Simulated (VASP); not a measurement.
# BeC2 (R-3m) in VASP: single point with PBEsol

Aim: the single point of BeC2 with PBEsol.

All numbers are computed with VASP 6.6.1; they aren't measurements. Logs are shortened: lines on timing, memory, paths and dates and some standing lists are left out, and cuts for length are marked.

## (1) The cell of the first run

It takes space group R-3m (No. 166, trigonal). The conventional cell has a = 4.051 Å, b = 4.051 Å, c = 5.567 Å, α = 90.00°, β = 90.00°, γ = 120.00°. Be (site symmetry -3m) has 14 C at 2.27 to 2.75 Å and 6 Be at 2.99 Å within 3.0 Å. C (site symmetry 3m) has 1 C at 1.02 Å within 1.4 Å.

## (2) Single point, PBEsol (Sr replaced by Be, lengths x 0.829, strained)

Contents of INCAR:

```
SYSTEM = BeC2
  ALGO = Normal
  EDIFF = 1E-6
  ENCUT = 520
  GGA = PS
  ISIF = 2
  ISMEAR = 0
  LASPH = .True.
  LCHARG = .True.
  LELF = .True.
  LREAL = .False.
  LVHAR = .True.
  LWAVE = .False.
  NBANDS = 12
  NELM = 100
  PREC = Accurate
  SIGMA = 0.02
```

Contents of KPOINTS:

```
k-points
0
Gamma
  12 12 12
  0 0 0
```

Contents of POSCAR:

```
BeC2
1.0
    2.0252533297      1.1692805551      1.8557693464
   -2.0252533297      1.1692805551      1.8557693464
    0.0000000000     -2.3385611102      1.8557693464
Be C
1 2
Direct
    0.0000000000      0.0000000000      0.0000000000
    0.5915580000      0.5915580000      0.5915580000
    0.4084420000      0.4084420000      0.4084420000
```

Potentials or basis: VASP PAW PBE potentials, release 64 (Be, C).

The run is started by

```console
$ cat potpaw_PBE.64/Be/POTCAR potpaw_PBE.64/C/POTCAR > POTCAR
$ mpirun -np 1 vasp_std > vasp.out
```

OUTCAR:

```text
SYSTEM = BeC2
   EDIFF = 1E-6
   ENCUT = 520
   GGA = PS
   ISIF = 2
   ISMEAR = 0
   LASPH = .True.
   LREAL = .False.
   NELM = 100
   PREC = Accurate

 ion  position               nearest neighbor table
   1  0.000  0.000  0.000-
   2  0.592  0.592  0.592-   3 1.02
   3  0.408  0.408  0.408-   2 1.02

 -----------------------------------------------------------------------------
|                                                                             |
|           W    W    AA    RRRRR   N    N  II  N    N   GGGG   !!!           |
|           W    W   A  A   R    R  NN   N  II  NN   N  G    G  !!!           |
|           W    W  A    A  R    R  N N  N  II  N N  N  G       !!!           |
|           W WW W  AAAAAA  RRRRR   N  N N  II  N  N N  G  GGG   !            |
|           WW  WW  A    A  R   R   N   NN  II  N   NN  G    G                |
|           W    W  A    A  R    R  N    N  II  N    N   GGGG   !!!           |
|                                                                             |
|     The distance between some ions is very small. Please check the          |
|     nearest-neighbor list in the OUTCAR file.                               |
|     I HOPE YOU KNOW WHAT YOU ARE DOING!                                     |
|                                                                             |
 -----------------------------------------------------------------------------

  LATTYP: Found a trigonal (rhomboedric) cell.
 ALAT       =     2.9854225719
 COS(alpha) =     0.0795990013

  Lattice vectors:

 A1 = (   2.0252533297,   1.1692805551,   1.8557693464)
 A2 = (  -2.0252533297,   1.1692805551,   1.8557693464)
 A3 = (   0.0000000000,  -2.3385611102,   1.8557693464)

Analysis of symmetry for initial positions (statically):
=====================================================================
 Subroutine PRICEL returns:
 Original cell was already a primitive cell.

 Routine SETGRP: Setting up the symmetry group for a
 trigonal (rhombohedral) supercell.

 Subroutine GETGRP returns: Found 12 space group operations
 (whereof 12 operations were pure point group operations)
 out of a pool of 12 trial point group operations.

The static configuration has the point symmetry D_3d.

Analysis of symmetry for dynamics (positions and initial velocities):
=====================================================================
 Subroutine PRICEL returns:
 Original cell was already a primitive cell.

 Routine SETGRP: Setting up the symmetry group for a
 trigonal (rhombohedral) supercell.

 Subroutine GETGRP returns: Found 12 space group operations
 (whereof 12 operations were pure point group operations)
 out of a pool of 12 trial point group operations.

The dynamic configuration has the point symmetry D_3d.
[... 120 lines left out ...]
     AMIX     =   0.40;   BMIX     =  1.00
     AMIX_MAG =   1.60;   BMIX_MAG =  1.00
  volume/ion in A,a.u.               =       8.79        59.31
  Fermi-wavevector in a.u.,A,eV,Ry     =   1.184996  2.239319 19.105527  1.404217
  Thomas-Fermi vector in A             =   2.321199
   LORBIT       =      0    0 simple, 1 ext, 2 COOP (PROOUT), +10 PAW based schemes
   GGA     = PS    functional components
   LHFCALC =     F    Hartree Fock is set to
   AEXX    =    0.0000 exact exchange contribution
   IVDW    =     0    specifies the selected vdW correction
   LEPSILON=     F    determine dielectric tensor
   LRPA    =     F    only Hartree local field effects (RPA)
 non-spin polarized calculation
 Gauss-broadening in eV      SIGMA  =   0.02
  energy-cutoff  :      520.00
  volume of cell :       26.37
 maximum number of plane-waves:       728
 NGX is ok and might be reduce to    24
   NGX = 11   NGY = 11   NGZ = 11

 number of electron      10.0000000 magnetization

 number of electron       9.9999998 magnetization

 Free energy of the ion-electron system (eV)
  ---------------------------------------------------
  ext. energy  EPLUGINS =         0.00000000
  ---------------------------------------------------
  free energy    TOTEN  =       -13.88015163 eV

  energy without entropy =      -13.88015163  energy(sigma->0) =      -13.88015163

 E-fermi :   4.5834     XC(G=0): -10.7517

 val. band max:        4.4472204607   @ k =  -0.3333   0.2500   0.2500
 cond. band min:       4.8574607935   @ k =   0.5000   0.5000  -0.0000
 fundamental gap:      0.4102403328
 Fermi energy:         4.5834351461

 k-point     1 :       0.0000    0.0000    0.0000
  band No.  band energies     occupation
      1     -11.7157      2.00000
      2      -1.1363      2.00000
      3       1.7502      2.00000
      4       1.7502      2.00000
      5       3.0882      2.00000
      6       8.7621      0.00000
      7       8.7621      0.00000
      8      12.1937      0.00000
      9      13.6005      0.00000
     10      13.6005      0.00000
     11      15.2394      0.00000
     12      20.6758      0.00000
[... 331 lines left out ...]
 k-point    24 :      -0.4167    0.1667    0.0000
  band No.  band energies     occupation
      1     -10.6330      2.00000
      2      -3.3747      2.00000
      3      -0.2261      2.00000
      4       3.0038      2.00000
      5       3.6154      2.00000
      6       7.4829      0.00000
      7      10.5199      0.00000
      8      11.4336      0.00000
      9      13.1897      0.00000
     10      13.9379      0.00000
     11      16.8554      0.00000
     12      19.0771      0.00000

 [... further k-points ...]

------------------------ aborting loop because EDIFF is reached ----------------------------------------

  FORCE on cell =-STRESS in cart. coord.  units (eV):
  Direction    XX          YY          ZZ          XY          YZ          ZX
  --------------------------------------------------------------------------------------
  -------------------------------------------------------------------------------------
  Total        2.2170848      2.2170848     32.0901258      0.0000000      0.0000000      0.0000000
  in kB      134.7161161    134.7161161   1949.8835374      0.0000000      0.0000000      0.0000000
  external PRESSURE =     739.7719232 kB  Pullay stress =       0.0000000 kB

 VOLUME and BASIS-vectors are now :
 -----------------------------------------------------------------------------
  energy-cutoff  :      520.00
  volume of cell :       26.37
      direct lattice vectors                 reciprocal lattice vectors
     2.025253330  1.169280555  1.855769346     0.246882695  0.142537790  0.179620023
    -2.025253330  1.169280555  1.855769346    -0.246882695  0.142537790  0.179620023
     0.000000000 -2.338561110  1.855769346     0.000000000 -0.285075581  0.179620023

 POSITION                                       TOTAL-FORCE (eV/Angst)
 -----------------------------------------------------------------------------------
      0.00000      0.00000      0.00000         0.000000     -0.000000     -0.000000
      0.00000      0.00000      3.29339         0.000000      0.000000     40.737334
      0.00000      0.00000      2.27392         0.000000      0.000000    -40.737334
 -----------------------------------------------------------------------------------
    total drift:                                0.000000     -0.000000      0.000000

  FREE ENERGIE OF THE ION-ELECTRON SYSTEM (eV)
  ---------------------------------------------------
  free  energy   TOTEN  =       -13.8801516348 eV

  energy  without entropy=      -13.8801516348  energy(sigma->0) =      -13.88015163
```

OSZICAR:

```text
N       E                     dE             d eps       ncg     rms          rms(c)
DAV:   1     0.194526706299E+02    0.19453E+02   -0.52688E+03  4544   0.745E+02
DAV:   2    -0.182526778467E+02   -0.37705E+02   -0.34849E+02  5992   0.149E+02
DAV:   3    -0.201389189455E+02   -0.18862E+01   -0.18803E+01  5368   0.311E+01
DAV:   4    -0.201491951125E+02   -0.10276E-01   -0.10275E-01  5344   0.306E+00
DAV:   5    -0.201492669119E+02   -0.71799E-04   -0.71799E-04  5440   0.231E-01    0.129E+01
DAV:   6    -0.142575458892E+02    0.58917E+01   -0.13143E+01  4804   0.209E+01    0.523E+00
DAV:   7    -0.139073443072E+02    0.35020E+00   -0.26644E+00  5484   0.993E+00    0.249E+00
DAV:   8    -0.139136596765E+02   -0.63154E-02   -0.44917E-01  4876   0.314E+00    0.894E-01
DAV:   9    -0.138817296550E+02    0.31930E-01   -0.91948E-02  4928   0.151E+00    0.261E-01
DAV:  10    -0.138802393465E+02    0.14903E-02   -0.85036E-03  5396   0.546E-01    0.935E-02
DAV:  11    -0.138801714951E+02    0.67851E-04   -0.37208E-04  5504   0.120E-01    0.254E-02
DAV:  12    -0.138801643765E+02    0.71186E-05   -0.29225E-04  5088   0.960E-02    0.276E-02
DAV:  13    -0.138801515797E+02    0.12797E-04   -0.71401E-05  4896   0.482E-02    0.304E-03
DAV:  14    -0.138801516348E+02   -0.55126E-07   -0.24684E-06  4512   0.114E-02
   1 F= -.13880152E+02 E0= -.13880152E+02  d E =-.280437E-24
```

Wall time 17 s (1 thread of Intel Xeon 6975P-C (Granite Rapids), shared host); peak memory 0.17 GiB.

What came out:

- Free energy: -13.8802 eV
- Pressure: 74.0 GPa
- Largest force: 40.737 eV/Å
- Band gap on the k mesh: 0.41 eV (least direct gap 0.93 eV)

Forces on the atoms (eV/Å):
```
Be    0.000   0.000   0.000
C     0.000   0.000  40.737
C     0.000   0.000 -40.737
```

Stress tensor (GPa, compression positive):
```
 13.47   0.00   0.00
  0.00  13.47   0.00
  0.00   0.00 194.99
```

Caveat: the cell differs from its parent crystal (Sr replaced by Be, lengths x 0.829, strained); atoms lie so close that the PAW spheres overlap strongly, which falsifies energies and pressures; the cell stands under pressure; the PAW data sets were made with another functional, which shifts forces and pressure a little. A k mesh can miss the band edges.
